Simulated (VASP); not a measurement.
# K (I4/mmm) in VASP: further runs, part 2 of 2

VASP 6.6.1. Earlier steps stand in the parts before.

## (3) Single point, LDA (strain -0.0200 x Voigt [0, 1, 0, 0, 0, 0])

The input, INCAR:

```
ALGO = Fast
EDIFF = 1E-6
ENCUT = 520
ISIF = 2
ISMEAR = 0
LASPH = T
LCHARG = T
LELF = T
LREAL = F
LVHAR = T
LWAVE = F
NBANDS = 10
NELM = 80
PREC = Accurate
SIGMA = 0.15
```

The input, KPOINTS:

```
k-points
0
Gamma
  14 14 14
```

The input, POSCAR:

```
K
1.0
   -2.6180000000      2.5656400000      2.6180000000
    2.6180000000     -2.5656400000      2.6180000000
    2.6180000000      2.5656400000     -2.6180000000
K
1
Direct
    0.0000000000      0.0000000000      0.0000000000
```

Potentials or basis: VASP PAW LDA potentials, release 64 (K_sv).

The run is started by

```console
cat potpaw_LDA.64/K_sv/POTCAR > POTCAR
mpirun -np 1 vasp_std > vasp.out
```

OUTCAR:

```text
EDIFF = 1E-6
   ENCUT = 520
   ISIF = 2
   ISMEAR = 0
   LASPH = T
   LREAL = F
   NELM = 80
   PREC = Accurate

 ion  position               nearest neighbor table
   1  0.000  0.000  0.000-

  LATTYP: Found a body centered tetragonal cell.
 ALAT       =     5.2360000000
 C/A-ratio  =     0.9800000000

  Lattice vectors:

 A1 = (  -2.6180000000,  -2.5656400000,   2.6180000000)
 A2 = (   2.6180000000,  -2.5656400000,  -2.6180000000)
 A3 = (   2.6180000000,   2.5656400000,   2.6180000000)

Analysis of symmetry for initial positions (statically):
=====================================================================
 Subroutine PRICEL returns:
 Original cell was already a primitive cell.

 Routine SETGRP: Setting up the symmetry group for a
 body centered tetragonal supercell.

 Subroutine GETGRP returns: Found 16 space group operations
 (whereof 16 operations were pure point group operations)
 out of a pool of 16 trial point group operations.

The static configuration has the point symmetry D_4h.

Analysis of symmetry for dynamics (positions and initial velocities):
=====================================================================
 Subroutine PRICEL returns:
 Original cell was already a primitive cell.

 Routine SETGRP: Setting up the symmetry group for a
 body centered tetragonal supercell.

 Subroutine GETGRP returns: Found 16 space group operations
 (whereof 16 operations were pure point group operations)
 out of a pool of 16 trial point group operations.

The dynamic configuration has the point symmetry D_4h.

 Subroutine INISYM returns: Found 16 space group operations
 (whereof 16 operations are pure point group operations),
 and found     1 'primitive' translations

----------------------------------------------------------------------------------------

[... 114 lines left out ...]
   LORBIT       =      0    0 simple, 1 ext, 2 COOP (PROOUT), +10 PAW based schemes
   GGA     = CA    functional components
   LHFCALC =     F    Hartree Fock is set to
   AEXX    =    0.0000 exact exchange contribution
   IVDW    =     0    specifies the selected vdW correction
   LEPSILON=     F    determine dielectric tensor
   LRPA    =     F    only Hartree local field effects (RPA)
 non-spin polarized calculation
 RMM-DIIS sequential band-by-band and
 Gauss-broadening in eV      SIGMA  =   0.15
  energy-cutoff  :      520.00
  volume of cell :       70.34
 maximum number of plane-waves:      1918
 NGX is ok and might be reduce to    36
   NGX = 17   NGY = 17   NGZ = 17

 number of electron       8.9999999 magnetization

 Free energy of the ion-electron system (eV)
  ---------------------------------------------------
  ext. energy  EPLUGINS =         0.00000000
  ---------------------------------------------------
  free energy    TOTEN  =        -1.16191838 eV

  energy without entropy =       -1.15331619  energy(sigma->0) =       -1.15761728

 E-fermi :  -0.2123     XC(G=0):  -5.9856

 val. band max:       -0.2166826393   @ k =   0.0714   0.3571   0.0714
 cond. band min:      -0.2063023908   @ k =   0.5000   0.2143  -0.0000
 fundamental gap:      0.0103802485
 Fermi energy:        -0.2123398794

 k-point     1 :       0.0000    0.0000    0.0000
  band No.  band energies     occupation
      1     -32.0058      2.00000
      2     -15.6821      2.00000
      3     -15.6820      2.00000
      4     -15.6820      2.00000
      5      -2.4417      2.00000
      6       3.9202      0.00000
      7       4.0221      0.00000
      8       4.0221      0.00000
      9       4.8829      0.00000
     10       5.0181      0.00000
[... 287 lines left out ...]
 k-point    24 :       0.1429    0.1429   -0.0000
  band No.  band energies     occupation
      1     -32.0032      2.00000
      2     -15.7217      2.00000
      3     -15.6935      2.00000
      4     -15.6855      2.00000
      5      -1.6762      2.00000
      6       2.8924      0.00000
      7       3.1982      0.00000
      8       4.5318      0.00000
      9       4.5848      0.00000
     10       5.1830      0.00000

 [... further k-points ...]

------------------------ aborting loop because EDIFF is reached ----------------------------------------

  FORCE on cell =-STRESS in cart. coord.  units (eV):
  Direction    XX          YY          ZZ          XY          YZ          ZX
  --------------------------------------------------------------------------------------
  -------------------------------------------------------------------------------------
  Total       -0.1587496     -0.1515763     -0.1587496      0.0000000     -0.0000000      0.0000000
  in kB       -3.6159974     -3.4526060     -3.6159974      0.0000000     -0.0000000      0.0000000
  external PRESSURE =      -3.5615336 kB  Pullay stress =       0.0000000 kB

 VOLUME and BASIS-vectors are now :
 -----------------------------------------------------------------------------
  energy-cutoff  :      520.00
  volume of cell :       70.34
      direct lattice vectors                 reciprocal lattice vectors
    -2.618000000  2.565640000  2.618000000     0.000000000  0.194883148  0.190985485
     2.618000000 -2.565640000  2.618000000     0.190985485  0.000000000  0.190985485
     2.618000000  2.565640000 -2.618000000     0.190985485  0.194883148  0.000000000

 POSITION                                       TOTAL-FORCE (eV/Angst)
 -----------------------------------------------------------------------------------
      0.00000      0.00000      0.00000         0.000000     -0.000000      0.000000
 -----------------------------------------------------------------------------------
    total drift:                               -0.000000     -0.000000     -0.000000

  FREE ENERGIE OF THE ION-ELECTRON SYSTEM (eV)
  ---------------------------------------------------
  free  energy   TOTEN  =        -1.1619183788 eV

  energy  without entropy=       -1.1533161862  energy(sigma->0) =       -1.15761728
```

OSZICAR:

```text
N       E                     dE             d eps       ncg     rms          rms(c)
DAV:   1     0.500865525532E+02    0.50087E+02   -0.35921E+03  4880   0.695E+02
DAV:   2     0.652363013436E+00   -0.49434E+02   -0.48399E+02  5204   0.210E+02
DAV:   3    -0.110969225643E+01   -0.17621E+01   -0.17529E+01  7670   0.292E+01
DAV:   4    -0.116180375816E+01   -0.52112E-01   -0.52012E-01  6730   0.451E+00
DAV:   5    -0.116321401094E+01   -0.14103E-02   -0.14098E-02  7926   0.499E-01    0.221E+00
RMM:   6    -0.116218644278E+01    0.10276E-02   -0.11215E-03  6704   0.230E-01    0.140E+00
RMM:   7    -0.116185471667E+01    0.33173E-03   -0.27696E-03  7218   0.327E-01    0.811E-02
RMM:   8    -0.116189703444E+01   -0.42318E-04   -0.46030E-04  7817   0.176E-01    0.256E-02
RMM:   9    -0.116191611503E+01   -0.19081E-04   -0.73611E-05  7924   0.637E-02    0.127E-02
RMM:  10    -0.116191784256E+01   -0.17275E-05   -0.33070E-05  8124   0.353E-02    0.612E-03
RMM:  11    -0.116191837884E+01   -0.53629E-06   -0.57941E-06  7449   0.134E-02
   1 F= -.11619184E+01 E0= -.11576173E+01  d E =-.860219E-02
```

stdout:

```text
POSCAR found type information on POSCAR K
 POSCAR found :  1 types and       1 ions
 scaLAPACK will be used
 LDA part: xc-table for (Slater(with rela. corr.)+CA(PZ))
 , standard interpolation
 POSCAR, INCAR and KPOINTS ok, starting setup
 FFT: planning ... GRIDC
 FFT: planning ... GRID_SOFT
 FFT: planning ... GRID
 WAVECAR not read
 entering main loop
WARNING in EDDRMM: call to ZHEGV failed, returncode =   6  3      6
WARNING in EDDRMM: call to ZHEGV failed, returncode =   8  4      5
WARNING in EDDRMM: call to ZHEGV failed, returncode =   6  3      6
```

Wall time 3.7 min (1 thread of AMD EPYC 7R43 (Zen 3), shared host); peak memory 0.25 GiB.

Results:

| Property | Result |
| --- | --- |
| Free energy | -1.1619 eV |
| Pressure | -0.4 GPa |

Levels at points of the mesh, in eV from the Fermi level:
```
           k point  band 1  band 2  band 3  band 4  band 5  band 6  band 7  band 8  band 9  band 10
(0.00, 0.00, 0.00)  -31.79  -15.47  -15.47  -15.47   -2.23    4.13    4.23    4.23    5.10     5.23
(0.50, 0.00, 0.00)  -31.79  -15.55  -15.50  -15.47    0.42    0.77    3.06    4.84    5.69     6.17
(0.00, 0.50, 0.00)  -31.79  -15.55  -15.50  -15.47    0.37    0.72    3.17    4.77    5.62     6.24
(0.50, 0.50, 0.50)  -31.78  -15.53  -15.53  -15.53    1.62    1.68    3.50    3.50    3.73     5.61
```

Caveat: the cell differs from its parent crystal (strain -0.0200 x Voigt [0, 1, 0, 0, 0, 0]).

## (4) Single point, LDA (strain -0.0100 x Voigt [0, 1, 0, 0, 0, 0])

The input, INCAR:

```
SYSTEM = K
ALGO     = Fast           ! electronic algorithm
EDIFF    = 1E-6           ! SCF threshold, eV
ENCUT    = 520            ! plane-wave cutoff, eV
GGA      = CA             ! functional
ISIF     = 2              ! what is computed and relaxed
ISMEAR   = 0              ! smearing method
LASPH    = .True.         ! aspherical terms in the spheres
LCHARG   = .False.        ! write CHGCAR
LREAL    = .False.        ! projectors in reciprocal space
LWAVE    = .False.        ! write WAVECAR
NBANDS   = 10             ! bands
NELM     = 60             ! most SCF steps
PREC     = Accurate       ! precision mode
SIGMA    = 0.15           ! smearing width, eV
```

The input, KPOINTS:

```
k-points
0
Gamma
  14 14 14
  0 0 0
```

The input, POSCAR:

```
K
1.0
   -2.6180000000      2.5918200000      2.6180000000
    2.6180000000     -2.5918200000      2.6180000000
    2.6180000000      2.5918200000     -2.6180000000
K
1
Direct
    0.0000000000      0.0000000000      0.0000000000
```

The run is started by

```console
cat potpaw_LDA.64/K_sv/POTCAR > POTCAR
mpirun -np 1 vasp_std > vasp.out
```

Run time: 3.1 min. Hardware: 1 thread of AMD EPYC 7R43 (Zen 3), shared host; peak memory 0.25 GiB.

It converged, with:

* Free energy: -1.1603 eV
* Pressure: -0.4 GPa

Levels at points of the mesh, in eV from the Fermi level:
| k point | band 3 | band 4 | band 5 | band 6 | band 7 | band 8 |
| --- | --- | --- | --- | --- | --- | --- |
| (0.00, 0.00, 0.00) | -15.48 | -15.48 | -2.21 | 4.16 | 4.21 | 4.21 |
| (0.50, 0.00, 0.00) | -15.50 | -15.48 | 0.41 | 0.76 | 3.07 | 4.81 |
| (0.00, 0.50, 0.00) | -15.50 | -15.48 | 0.39 | 0.73 | 3.13 | 4.77 |
| (0.50, 0.50, 0.50) | -15.53 | -15.53 | 1.64 | 1.67 | 3.51 | 3.51 |

Caveat: the cell differs from its parent crystal (strain -0.0100 x Voigt [0, 1, 0, 0, 0, 0]).

## (5) Overview

```csv
cell,further INCAR settings,gap on the mesh (eV),pressure (GPa)
"a = 4.490 Å, angles 108.7, 111.1, 108.7°, 1 atom",ALGO = Fast; EDIFF = 1e-07; NBANDS = 10,none,-0.3
"a = 4.504 Å, angles 108.9, 110.6, 108.9°, 1 atom",ALGO = Fast; EDIFF = 1e-06; NBANDS = 10,none,-0.4
"a = 4.519 Å, angles 109.2, 110.0, 109.2°, 1 atom",ALGO = Fast; EDIFF = 1e-06; NBANDS = 10,none,-0.4
```

Alike in all rows: task single point; level LDA; potentials or basis VASP PAW LDA potentials, release 64 (K_sv); no spin polarisation; k mesh 14 × 14 × 14; cutoff (eV) 520; smearing gaussian 0.15 eV.

Absolute energies hang on the potentials; compare differences alone.
